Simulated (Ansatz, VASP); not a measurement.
**Pd in VASP and in Ansatz**

```
Pd
1.0
     0.00000    1.78931    1.86710
     1.78931    0.00000    1.86710
     1.78931    1.78931    0.00000
Pd
1
Direct
  0.00000 0.00000 0.00000
```

Change from the starting cell: strain -0.080 along x and y, -0.040 along z, atoms carried along.

Alike in both runs: task single point; functional PBE; k mesh 20 × 20 × 20; occupations gaussian, width 0.15 eV; no spin polarisation.

|  | VASP | Ansatz |
| --- | --- | --- |
| version | VASP 6.6.1 | Ansatz 0.2.0 |
| potentials or method | VASP PAW PBE potentials, release 64 (Pd), cutoff 520 eV | scalar-relativistic, plane waves, PAW |
| valence electrons in the cell | 10 | 18 |

|  | VASP | Ansatz | Ansatz less VASP |
| --- | --- | --- | --- |
| gap on the k mesh at the Fermi level (eV) | none | none | - |
| pressure (GPa) | 81.4 | 82.0 | +0.63 |
| traceless stress, the component that is largest in VASP (GPa) | -4.45 | -4.50 | -0.053 |

A gap of «none» marks a metal or a gap that the smearing closes. Both programs put the cell under a high pressure, so it lies far from rest at this level. With one functional, cell and mesh, what is left measures potentials, basis and numerics. VASP's potentials hold 10 valence electrons a cell and Ansatz's 18, so a difference there can come from the potentials and not from the codes.

Noted on VASP's run: the cell as given lies far from equilibrium.
